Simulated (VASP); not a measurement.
# AgCl in VASP: a series of runs, part 2 of 2

VASP 6.6.1. Earlier steps stand in the parts before.

### Step 3. Electric field gradients, LDA (volume scaled by 0.94)

Input file INCAR:

```
PREC = Accurate
ENCUT = 520
EDIFF = 1E-8
ISMEAR = -1
SIGMA = 0.02
LREAL = F
LASPH = T
NELM = 80
ALGO = Normal
ISIF = 2
LWAVE = F
LCHARG = F
LEFG = T
NBANDS = 16
```

Input file KPOINTS:

```
Automatic mesh
0
Gamma
  8 8 8
```

Input file POSCAR:

```
AgCl
1.0
    0.0000000000      2.7165392174      2.7165392174
    2.7165392174      0.0000000000      2.7165392174
    2.7165392174      2.7165392174      0.0000000000
Ag Cl
1 1
Direct
    0.5000000000      0.5000000000      0.5000000000
    0.0000000000      0.0000000000      0.0000000000
```

Potentials or basis: VASP PAW LDA potentials, release 64 (Ag, Cl).

The run is started by

```
$ cat potpaw_LDA.64/Ag/POTCAR potpaw_LDA.64/Cl/POTCAR > POTCAR
$ mpirun -np 1 vasp_std > vasp.out
```

OUTCAR:

```text
PREC = Accurate
   ENCUT = 520
   EDIFF = 1E-8
   ISMEAR = -1
   LREAL = F
   LASPH = T
   NELM = 80
   ISIF = 2

 ion  position               nearest neighbor table
   1  0.500  0.500  0.500-   2 2.72   2 2.72   2 2.72   2 2.72   2 2.72   2 2.72
   2  0.000  0.000  0.000-   1 2.72   1 2.72   1 2.72   1 2.72   1 2.72   1 2.72

  LATTYP: Found a face centered cubic cell.
 ALAT       =     5.4330784348

  Lattice vectors:

 A1 = (   0.0000000000,   2.7165392174,   2.7165392174)
 A2 = (   2.7165392174,   0.0000000000,   2.7165392174)
 A3 = (   2.7165392174,   2.7165392174,   0.0000000000)

Analysis of symmetry for initial positions (statically):
[... 33 lines left out ...]
                                     Primitive cell

  volume of cell :      40.0939

  direct lattice vectors                    reciprocal lattice vectors
     0.000000000  2.716539217  2.716539217    -0.184057715  0.184057715  0.184057715
     2.716539217  0.000000000  2.716539217     0.184057715 -0.184057715  0.184057715
     2.716539217  2.716539217  0.000000000     0.184057715  0.184057715 -0.184057715

  length of vectors
     3.841766604  3.841766604  3.841766604     0.318797313  0.318797313  0.318797313

  position of ions in fractional coordinates (direct lattice)
     0.500000000  0.500000000  0.500000000
     0.000000000  0.000000000  0.000000000

  ion indices of the primitive-cell ions
   primitive index   ion index
                 1           1
                 2           2

----------------------------------------------------------------------------------------

 KPOINTS: Automatic mesh

Automatic generation of k-mesh.
 Grid dimensions read from file:
 generate k-points for:    8    8    8

[... 121 lines left out ...]
      2       1.6062      2.00000
      3       1.6062      2.00000
      4       1.6062      2.00000
      5       1.6492      2.00000
      6       1.6492      2.00000
[... 433 lines left out ...]
      3      -0.1704      2.00000
      4      -0.1047      2.00000
      5       1.9708      2.00000
      6       2.0493      2.00000
[... 8 lines left out ...]
     15      17.9215      0.00000
     16      19.4462      0.00000

 [... further k-points ...]

------------------------ aborting loop because EDIFF is reached ----------------------------------------

  FORCE on cell =-STRESS in cart. coord.  units (eV):
  Direction    XX          YY          ZZ          XY          YZ          ZX
  --------------------------------------------------------------------------------------
  -------------------------------------------------------------------------------------
  Total       -0.6783021     -0.6783021     -0.6783021      0.0000000      0.0000000      0.0000000
  in kB      -27.1054009    -27.1054009    -27.1054009      0.0000000      0.0000000      0.0000000
  external PRESSURE =     -27.1054009 kB  Pullay stress =       0.0000000 kB

 VOLUME and BASIS-vectors are now :
 -----------------------------------------------------------------------------
  energy-cutoff  :      520.00
  volume of cell :       40.09
      direct lattice vectors                 reciprocal lattice vectors
     0.000000000  2.716539217  2.716539217    -0.184057715  0.184057715  0.184057715
     2.716539217  0.000000000  2.716539217     0.184057715 -0.184057715  0.184057715
     2.716539217  2.716539217  0.000000000     0.184057715  0.184057715 -0.184057715

 POSITION                                       TOTAL-FORCE (eV/Angst)
 -----------------------------------------------------------------------------------
      2.71654      2.71654      2.71654        -0.000000     -0.000000     -0.000000
      0.00000      0.00000      0.00000         0.000000      0.000000      0.000000
 -----------------------------------------------------------------------------------
    total drift:                                0.000000      0.000000      0.000000

  FREE ENERGIE OF THE ION-ELECTRON SYSTEM (eV)
  ---------------------------------------------------
  free  energy   TOTEN  =        -6.7786946722 eV

  energy  without entropy=       -6.7786946712  energy(sigma->0) =       -6.77869467

 Electric field gradients (V/A^2)
---------------------------------------------------------------------
 ion       V_xx      V_yy      V_zz      V_xy      V_xz      V_yz
---------------------------------------------------------------------
   1       0.000     0.000     0.000    -0.001    -0.001    -0.001
   2       0.000    -0.000    -0.000     0.001     0.001     0.001
---------------------------------------------------------------------

 Electric field gradients after diagonalization (V/A^2)
 (convention: |V_zz| > |V_xx| > |V_yy|)
----------------------------------------------------------------------
 ion       V_xx      V_yy      V_zz     asymmetry (V_yy - V_xx)/ V_zz
----------------------------------------------------------------------
   1       0.001     0.001    -0.002       0.000
   2      -0.001    -0.001     0.001       0.000
----------------------------------------------------------------------

           NMR quadrupolar parameters

 Cq : quadrupolar parameter    Cq=e*Q*V_zz/h
 eta: asymmetry parameters     (V_yy - V_xx)/ V_zz
 Q  : nuclear electric quadrupole moment in mb (millibarn)
----------------------------------------------------------------------
 ion       Cq(MHz)       eta       Q (mb)
----------------------------------------------------------------------
   1      -0.000       0.000       1.000
   2       0.000       0.000       1.000
----------------------------------------------------------------------
```

stdout:

```text
POSCAR found type information on POSCAR AgCl
 POSCAR found :  2 types and       2 ions
 scaLAPACK will be used
 LDA part: xc-table for (Slater(with rela. corr.)+CA(PZ))
 , standard interpolation
 POSCAR, INCAR and KPOINTS ok, starting setup
 FFT: planning ... GRIDC
 FFT: planning ... GRID_SOFT
 FFT: planning ... GRID
 WAVECAR not read
 entering main loop
ion   1

ion   2
```

It took 34 s on 1 thread of Intel Xeon 8259CL, shared host; peak memory 0.16 GiB.

What came out:

| Quantity | Value |
| --- | --- |
| Free energy | -6.7787 eV |
| Pressure | -2.7 GPa |
| Band gap on the k mesh | 0.64 eV, indirect (least direct gap 3.19 eV) |

Caveat: without QUAD_EFG the Cq values of the log hold for a quadrupole moment of 1 mb, not for the nuclei.

### Step 4. Electric field gradients, LDA (volume scaled by 0.94)

Input file INCAR:

```
SYSTEM = AgCl
PREC = Accurate ; ENCUT = 520
EDIFF = 1E-8 ; ISMEAR = -1
SIGMA = 0.02 ; LREAL = .False.
LASPH = .True. ; NELM = 60
ALGO = Normal ; ISIF = 2
LWAVE = .False. ; LCHARG = .False.
LEFG = .True. ; NBANDS = 16
```

Input file KPOINTS:

```
Automatic mesh
0
Gamma
  8 8 8
  0 0 0
```

POSCAR is that of step 3.

Potentials or basis: VASP PAW LDA potentials, release 64 (Ag, Cl).

The run is started by

```
$ cat potpaw_LDA.64/Ag/POTCAR potpaw_LDA.64/Cl/POTCAR > POTCAR
$ mpirun -np 1 vasp_std > vasp.out
```

OUTCAR:

```text
SYSTEM = AgCl
   PREC = Accurate
   ENCUT = 520
   EDIFF = 1E-8
   ISMEAR = -1
   LREAL = .False.
   LASPH = .True.
   NELM = 60
   ISIF = 2

 ion  position               nearest neighbor table
   1  0.500  0.500  0.500-   2 2.72   2 2.72   2 2.72   2 2.72   2 2.72   2 2.72
   2  0.000  0.000  0.000-   1 2.72   1 2.72   1 2.72   1 2.72   1 2.72   1 2.72

  LATTYP: Found a face centered cubic cell.
 ALAT       =     5.4330784348

  Lattice vectors:

 A1 = (   0.0000000000,   2.7165392174,   2.7165392174)
 A2 = (   2.7165392174,   0.0000000000,   2.7165392174)
 A3 = (   2.7165392174,   2.7165392174,   0.0000000000)

Analysis of symmetry for initial positions (statically):
[... 33 lines left out ...]
                                     Primitive cell

  volume of cell :      40.0939

  direct lattice vectors                    reciprocal lattice vectors
     0.000000000  2.716539217  2.716539217    -0.184057715  0.184057715  0.184057715
     2.716539217  0.000000000  2.716539217     0.184057715 -0.184057715  0.184057715
     2.716539217  2.716539217  0.000000000     0.184057715  0.184057715 -0.184057715
[... 612 lines left out ...]
     0.000000000  2.716539217  2.716539217    -0.184057715  0.184057715  0.184057715
     2.716539217  0.000000000  2.716539217     0.184057715 -0.184057715  0.184057715
     2.716539217  2.716539217  0.000000000     0.184057715  0.184057715 -0.184057715

 POSITION                                       TOTAL-FORCE (eV/Angst)
 -----------------------------------------------------------------------------------
      2.71654      2.71654      2.71654        -0.000000     -0.000000     -0.000000
      0.00000      0.00000      0.00000         0.000000      0.000000      0.000000
 -----------------------------------------------------------------------------------
    total drift:                                0.000000      0.000000      0.000000

  FREE ENERGIE OF THE ION-ELECTRON SYSTEM (eV)
  ---------------------------------------------------
  free  energy   TOTEN  =        -6.7786946722 eV

  energy  without entropy=       -6.7786946712  energy(sigma->0) =       -6.77869467

 Electric field gradients (V/A^2)
---------------------------------------------------------------------
 ion       V_xx      V_yy      V_zz      V_xy      V_xz      V_yz
---------------------------------------------------------------------
   1       0.000     0.000     0.000    -0.001    -0.001    -0.001
   2       0.000    -0.000    -0.000     0.001     0.001     0.001
---------------------------------------------------------------------

 Electric field gradients after diagonalization (V/A^2)
 (convention: |V_zz| > |V_xx| > |V_yy|)
----------------------------------------------------------------------
 ion       V_xx      V_yy      V_zz     asymmetry (V_yy - V_xx)/ V_zz
----------------------------------------------------------------------
   1       0.001     0.001    -0.002       0.000
   2      -0.001    -0.001     0.001       0.000
----------------------------------------------------------------------

           NMR quadrupolar parameters

 Cq : quadrupolar parameter    Cq=e*Q*V_zz/h
 eta: asymmetry parameters     (V_yy - V_xx)/ V_zz
 Q  : nuclear electric quadrupole moment in mb (millibarn)
----------------------------------------------------------------------
 ion       Cq(MHz)       eta       Q (mb)
----------------------------------------------------------------------
   1      -0.000       0.000       1.000
   2       0.000       0.000       1.000
----------------------------------------------------------------------
```

stdout:

```text
POSCAR found type information on POSCAR AgCl
 POSCAR found :  2 types and       2 ions
 scaLAPACK will be used
 LDA part: xc-table for (Slater(with rela. corr.)+CA(PZ))
 , standard interpolation
 POSCAR, INCAR and KPOINTS ok, starting setup
 FFT: planning ... GRIDC
 FFT: planning ... GRID_SOFT
 FFT: planning ... GRID
 WAVECAR not read
 entering main loop
ion   1

ion   2
```

Run time: 34 s. Hardware: 1 thread of Intel Xeon 8259CL, shared host; peak memory 0.16 GiB.

Results:

```yaml
Free_energy: -6.7787 eV
Pressure: -2.7 GPa
Band_gap_on_the_k_mesh: 0.64 eV, indirect (least direct gap 3.19 eV)
```

Levels at points of the mesh, in eV from the valence-band top:
```
           k point  band 5  band 6  band 7  band 8  band 9  band 10  band 11  band 12  band 13  band 14
(0.00, 0.00, 0.00)   -2.75   -2.75   -2.56   -2.56   -2.56     0.64    10.72    10.72    10.72    11.95
(0.50, 0.00, 0.00)   -2.35   -2.35   -2.00    0.00    0.00     3.80     6.69     7.33     7.33    13.52
(0.50, 0.50, 0.00)   -3.19   -2.53   -2.21   -2.21   -2.08     2.02     7.77     8.59    11.55    11.55
```

Caveat: without QUAD_EFG the Cq values of the log hold for a quadrupole moment of 1 mb, not for the nuclei. A k mesh can miss the band edges.
